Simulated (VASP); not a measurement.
# BP (I-4m2) in VASP: notebook, part 2 of 2

VASP 6.6.1.

### Step 4. Single point, r2SCAN (strain -0.030 along x and y, +0.030 along z)

File POSCAR:

```
BP
1.0
    0.0000000000      2.2002188101      2.3363148189
    2.2002188101      0.0000000000      2.3363148189
    2.2002188101      2.2002188101      0.0000000000
B P
1 1
Direct
    0.0000000000      0.0000000000      0.0000000000
    0.7500000000      0.7500000000      0.7500000000
```

File INCAR.step1:

```
SYSTEM = BP
ALGO = Normal
EDIFF = 1E-4
ENCUT = 520
GGA = PE
ISMEAR = 0
LASPH = .True.
LCHARG = .False.
LREAL = .False.
LWAVE = .True.
NBANDS = 11
NELM = 80
PREC = Accurate
SIGMA = 0.05
```

File INCAR.step2:

```
SYSTEM = BP
ALGO = Normal
EDIFF = 1E-6
ENCUT = 520
ISIF = 2
ISMEAR = 0
ISTART = 1
LASPH = .True.
LCHARG = .False.
LMIXTAU = .True.
LREAL = .False.
LWAVE = .False.
METAGGA = R2SCAN
NBANDS = 11
NELM = 80
PREC = Accurate
SIGMA = 0.05
```

File KPOINTS:

```
k-points
0
Gamma
  10 10 10
  0 0 0
```

Potentials or basis: VASP PAW PBE potentials, release 64 (B, P).

Started as:

```
cat potpaw_PBE.64/B/POTCAR potpaw_PBE.64/P/POTCAR > POTCAR
cp INCAR.step1 INCAR
mpirun -np 1 vasp_std > vasp.out
cp INCAR.step2 INCAR
mpirun -np 1 vasp_std > vasp.out
```

OUTCAR:

```text
SYSTEM = BP
   EDIFF = 1E-6
   ENCUT = 520
   ISIF = 2
   ISMEAR = 0
   ISTART = 1
   LASPH = .True.
   LREAL = .False.
   METAGGA = R2SCAN
   NELM = 80
   PREC = Accurate

 ion  position               nearest neighbor table
   1  0.000  0.000  0.000-   2 1.95   2 1.95   2 1.95   2 1.95
   2  0.750  0.750  0.750-   1 1.95   1 1.95   1 1.95   1 1.95

  LATTYP: Found a body centered tetragonal cell.
 ALAT       =     3.1115792814
 C/A-ratio  =     1.5016906899

  Lattice vectors:

 A1 = (  -2.2002188101,   0.0000000000,   2.3363148189)
 A2 = (   2.2002188101,   0.0000000000,   2.3363148189)
 A3 = (   0.0000000000,   2.2002188101,  -2.3363148189)

Analysis of symmetry for initial positions (statically):
=====================================================================
 Subroutine PRICEL returns:
 Original cell was already a primitive cell.

 Routine SETGRP: Setting up the symmetry group for a
 body centered tetragonal supercell.

 Subroutine GETGRP returns: Found  8 space group operations
 (whereof  8 operations were pure point group operations)
 out of a pool of 16 trial point group operations.

The static configuration has the point symmetry D_2d.

Analysis of symmetry for dynamics (positions and initial velocities):
=====================================================================
 Subroutine PRICEL returns:
 Original cell was already a primitive cell.

 Routine SETGRP: Setting up the symmetry group for a
 body centered tetragonal supercell.

 Subroutine GETGRP returns: Found  8 space group operations
 (whereof  8 operations were pure point group operations)
 out of a pool of 16 trial point group operations.

The dynamic configuration has the point symmetry D_2d.

 Subroutine INISYM returns: Found  8 space group operations
 (whereof  8 operations are pure point group operations),
 and found     1 'primitive' translations

----------------------------------------------------------------------------------------

                                     Primitive cell

  volume of cell :      22.6200

  direct lattice vectors                    reciprocal lattice vectors
     0.000000000  2.200218810  2.336314819    -0.227250125  0.227250125  0.214012254
     2.200218810  0.000000000  2.336314819     0.227250125 -0.227250125  0.214012254
     2.200218810  2.200218810  0.000000000     0.227250125  0.227250125 -0.214012254

  length of vectors
     3.209256884  3.209256884  3.111579281     0.386117189  0.386117189  0.386117189

  position of ions in fractional coordinates (direct lattice)
     0.000000000  0.000000000  0.000000000
     0.750000000  0.750000000  0.750000000

  ion indices of the primitive-cell ions
   primitive index   ion index
                 1           1
                 2           2

----------------------------------------------------------------------------------------

 KPOINTS: k-points

Automatic generation of k-mesh.
 Grid dimensions read from file:
 generate k-points for:   10   10   10

 Generating k-lattice:

  Cartesian coordinates                     Fractional coordinates (reciprocal lattice)
    -0.022725013  0.022725013  0.021401225     0.100000000  0.000000000  0.000000000
[... 21 lines left out ...]
  0.500000 -0.000000  0.000000      4.000000
[... 16 lines left out ...]
  0.300000  0.300000  0.000000      2.000000
  0.400000  0.300000  0.000000      8.000000
 [... further k-points ...]
   k-points           NKPTS =    102   k-points in BZ     NKDIM =    102   number of bands    NBANDS=     11
   number of dos      NEDOS =    301   number of ions     NIONS =      2
   total plane-waves  NPLWV =  13824
   dimension x,y,z NGX =    24 NGY =   24 NGZ =   24
   dimension x,y,z NGXF=    48 NGYF=   48 NGZF=   48
   ions per type =               1   1
   NGX,Y,Z   is equivalent  to a cutoff of  12.43, 12.43, 12.82 a.u.
   NGXF,Y,Z  is equivalent  to a cutoff of  24.86, 24.86, 25.65 a.u.
 SYSTEM =  BP
   PREC   = accura    normal or accurate (medium, high low for compatibility)
   ISTART =      1    job   : 0-new  1-cont  2-samecut
   ICHARG =      0    charge: 1-file 2-atom 10-const
   ISPIN  =      1    spin polarized calculation?
   LNONCOLLINEAR =      F non collinear calculations
   LSORBIT =      F    spin-orbit coupling
   LASPH  =      T    aspherical Exc in radial PAW
   ENCUT  =  520.0 eV  38.22 Ry    6.18 a.u.   5.97  5.97  5.79*2*pi/ulx,y,z
   NELM   =     80;   NELMIN=  2; NELMDL=  0     # of ELM steps
   EDIFF  = 0.1E-05   stopping-criterion for ELM
   LREAL  =      F    real-space projection
   EDIFFG = 0.1E-04   stopping-criterion for IOM
   NSW    =      0    number of steps for IOM
   IBRION =     -1    ionic relax: 0-MD 1-quasi-New 2-CG
   NFREE  =      0    steps in history (QN), initial steepest desc. (CG)
   ISIF   =      2    stress and relaxation
   ISYM   =      2    0-nonsym 1-usesym 2-fastsym
   POTIM  = 0.5000    time-step for ionic-motion
   TEBEG  =    0.0;   TEEND  =   0.0 temperature during run
   PSTRESS=    0.0 pullay stress
   NELECT =       8.0000    total number of electrons
   NUPDOWN=      -1.0000    fix difference up-down
   EMIN   =  10.00;   EMAX   =-10.00  energy-range for DOS
   EFERMI =   0.00;   METHOD = LEGACY
   ISMEAR =     0;   SIGMA  =   0.05  broadening in eV -4-tet -1-fermi 0-gaus
   EFERMI_NEDOS =   21; number of points for ismear=-14 and -15
   IALGO  =     38    algorithm
   IMIX   =      4    mixing-type and parameters
     AMIX     =   0.40;   BMIX     =  1.00
     AMIX_MAG =   1.60;   BMIX_MAG =  1.00
  volume/ion in A,a.u.               =      11.31        76.32
  Fermi-wavevector in a.u.,A,eV,Ry     =   1.157730  2.187792 18.236402  1.340338
  Thomas-Fermi vector in A             =   2.294338
   LORBIT       =      0    0 simple, 1 ext, 2 COOP (PROOUT), +10 PAW based schemes
   METAGGA = R2SCAN    functional components
   LHFCALC =     F    Hartree Fock is set to
   AEXX    =    0.0000 exact exchange contribution
   IVDW    =     0    specifies the selected vdW correction
   LEPSILON=     F    determine dielectric tensor
   LRPA    =     F    only Hartree local field effects (RPA)
 non-spin polarized calculation
 Gauss-broadening in eV      SIGMA  =   0.05
  energy-cutoff  :      520.00
  volume of cell :       22.62
 maximum number of plane-waves:       636
   NGX = 11   NGY = 11   NGZ = 11

 number of electron       8.0000001 magnetization

 Free energy of the ion-electron system (eV)
  ---------------------------------------------------
  ext. energy  EPLUGINS =         0.00000000
  ---------------------------------------------------
  free energy    TOTEN  =       -17.24773252 eV

  energy without entropy =      -17.24773252  energy(sigma->0) =      -17.24773252

 E-fermi :   8.2959     XC(G=0): -11.6512

 val. band max:        8.0150597029   @ k =   0.0000   0.0000   0.0000
 cond. band min:       8.9323433133   @ k =   0.4000   0.0000   0.4000
 fundamental gap:      0.9172836103
 Fermi energy:         8.2959035647

 k-point     1 :       0.0000    0.0000    0.0000
  band No.  band energies     occupation
      1      -8.7781      2.00000
      2       7.3319      2.00000
      3       8.0151      2.00000
      4       8.0151      2.00000
      5      11.3789      0.00000
      6      11.3789      0.00000
      7      11.7332      0.00000
      8      16.2313      0.00000
      9      19.6056      0.00000
     10      20.4658      0.00000
     11      21.3882      0.00000
[... 309 lines left out ...]
 k-point    24 :       0.4000    0.3000    0.0000
  band No.  band energies     occupation
      1      -5.8128      2.00000
      2       0.7996      2.00000
      3       3.6286      2.00000
      4       4.3972      2.00000
      5      10.3338      0.00000
      6      12.1709      0.00000
      7      18.0766      0.00000
      8      18.2138      0.00000
      9      22.6893      0.00000
     10      24.2867      0.00000
     11      25.9826      0.00000

 [... further k-points ...]

------------------------ aborting loop because EDIFF is reached ----------------------------------------

  FORCE on cell =-STRESS in cart. coord.  units (eV):
  Direction    XX          YY          ZZ          XY          YZ          ZX
  --------------------------------------------------------------------------------------
  -------------------------------------------------------------------------------------
  Total        1.6206538      1.6206538     -1.1030605      0.0000000      0.0000000      0.0000000
  in kB      114.7909694    114.7909694    -78.1298193      0.0000000      0.0000000      0.0000000
  external PRESSURE =      50.4840398 kB  Pullay stress =       0.0000000 kB

 VOLUME and BASIS-vectors are now :
 -----------------------------------------------------------------------------
  energy-cutoff  :      520.00
  volume of cell :       22.62
      direct lattice vectors                 reciprocal lattice vectors
     0.000000000  2.200218810  2.336314819    -0.227250125  0.227250125  0.214012254
     2.200218810  0.000000000  2.336314819     0.227250125 -0.227250125  0.214012254
     2.200218810  2.200218810  0.000000000     0.227250125  0.227250125 -0.214012254

 POSITION                                       TOTAL-FORCE (eV/Angst)
 -----------------------------------------------------------------------------------
      0.00000      0.00000      0.00000        -0.000000     -0.000000     -0.000000
      3.30033      3.30033      3.50447         0.000000      0.000000      0.000000
 -----------------------------------------------------------------------------------
    total drift:                               -0.000000     -0.000000     -0.000000

  FREE ENERGIE OF THE ION-ELECTRON SYSTEM (eV)
  ---------------------------------------------------
  free  energy   TOTEN  =       -17.2477325242 eV

  energy  without entropy=      -17.2477325242  energy(sigma->0) =      -17.24773252
```

OSZICAR.step1:

```text
N       E                     dE             d eps       ncg     rms          rms(c)
DAV:   1     0.965671432071E+01    0.96567E+01   -0.39922E+03  2252   0.662E+02
DAV:   2    -0.130226269090E+02   -0.22679E+02   -0.21764E+02  2920   0.111E+02
DAV:   3    -0.136340994587E+02   -0.61147E+00   -0.60991E+00  2893   0.162E+01
DAV:   4    -0.136362316394E+02   -0.21322E-02   -0.21320E-02  2584   0.111E+00
DAV:   5    -0.136362419284E+02   -0.10289E-04   -0.10289E-04  2767   0.770E-02    0.753E+00
DAV:   6    -0.129714927054E+02    0.66475E+00   -0.14806E+00  2562   0.535E+00    0.405E+00
DAV:   7    -0.128716552809E+02    0.99837E-01   -0.26083E-01  2831   0.254E+00    0.138E+00
DAV:   8    -0.128634234871E+02    0.82318E-02   -0.27842E-02  2649   0.961E-01    0.206E-01
DAV:   9    -0.128637349744E+02   -0.31149E-03   -0.71522E-04  2657   0.183E-01    0.134E-01
DAV:  10    -0.128639233166E+02   -0.18834E-03   -0.24177E-04  2523   0.982E-02    0.296E-02
DAV:  11    -0.128639329062E+02   -0.95897E-05   -0.10217E-05  1263   0.215E-02
   1 F= -.12863933E+02 E0= -.12863933E+02  d E =-.171864E-15
```

Run time: 32 s. Hardware: 1 thread of Intel Xeon 6975P-C (Granite Rapids), shared host; peak memory 0.15 GiB.

Results:

| Quantity | Value |
| --- | --- |
| Free energy | -17.2477 eV |
| Pressure | 5.0 GPa |
| Band gap on the k mesh | 0.92 eV (least direct gap 3.36 eV) |

Stress tensor (GPa, compression positive):
```
11.48  0.00  0.00
 0.00 11.48  0.00
 0.00  0.00 -7.81
```

Caveat: the cell differs from its parent crystal (strain -0.030 along x and y, +0.030 along z); the cell stands under pressure; the PAW data sets were made with another functional, which shifts forces and pressure a little. A k mesh can miss the band edges.

### Step 5. Summary

| cell | gap on the mesh (eV) | pressure (GPa) |
| --- | --- | --- |
| a = 3.136, b = 3.136, c = 3.160 Å, angles 59.7, 59.7, 60.5°, 2 atoms | 1.11 | 10.9 |
| a = 3.185, b = 3.185, c = 3.112 Å, angles 60.8, 60.8, 58.5°, 2 atoms | 1.01 | 7.9 |
| a = 3.209, b = 3.209, c = 3.112 Å, angles 61.0, 61.0, 58.0°, 2 atoms | 0.92 | 5.0 |

Alike in all rows: task single point; level r2SCAN; potentials or basis VASP PAW PBE potentials, release 64 (B, P); no spin polarisation; k mesh 10 × 10 × 10; cutoff (eV) 520; smearing gaussian 0.05 eV.

Caveats: the cell stands under pressure; the PAW data sets were made with another functional, which shifts forces and pressure a little.

Absolute energies hang on the potentials; compare differences alone.
